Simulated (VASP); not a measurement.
Set up this calculation in VASP 6.6.1, as the native input.

```
Task                   : single point
Functional             : PBE
Potentials or basis    : VASP PAW PBE potentials, release 64 (Al, N)
Cutoff                 : 600 eV
k mesh                 : 12 × 12 × 6
Occupations            : fermi-dirac, width 0.02 eV
Spin                   : no spin polarisation
Dipole correction      : no
Further INCAR settings : ALGO = Normal; EDIFF = 1e-06; NBANDS = 16
```

The structure of AlN lies in POSCAR:

```
AlN
1.0
    3.1297642920      0.0000000000      0.0000000000
   -1.5648821460      2.7104553847      0.0000000000
    0.0000000000      0.0000000000      5.0173570685
Al N
2 2
Direct
    0.3333333333      0.6666666667     -0.0007704551
    0.6666666667      0.3333333333      0.4992295449
    0.3333333333      0.6666666667      0.3807704551
    0.6666666667      0.3333333333      0.8807704551
```

One way to write it, as run:

INCAR

```
SYSTEM = AlN
  ALGO = Normal
  EDIFF = 1E-6
  ENCUT = 600
  GGA = PE
  GGA_COMPAT = .FALSE.
  ISIF = 2
  ISMEAR = -1
  LASPH = .TRUE.
  LCHARG = .FALSE.
  LREAL = .FALSE.
  LWAVE = .FALSE.
  NBANDS = 16
  NELM = 120
  PREC = Accurate
  SIGMA = 0.02
```

KPOINTS

```
k-points
0
G
  12 12 6
  0 0 0
```

Potentials or basis: VASP PAW PBE potentials, release 64 (Al, N).

Command:

```console
$ cat potpaw_PBE.64/Al/POTCAR potpaw_PBE.64/N/POTCAR > POTCAR
$ mpirun -np 1 vasp_std > vasp.out
```

It gave:

| Property | Result |
| --- | --- |
| Pressure | -0.3 GPa |
| Band gap on the k mesh | 4.05 eV, direct |

Run time: 22 s on 1 thread of Intel(R) Xeon(R) 6975P-C (Granite Rapids), on a shared host, peak memory 0.2 GiB.
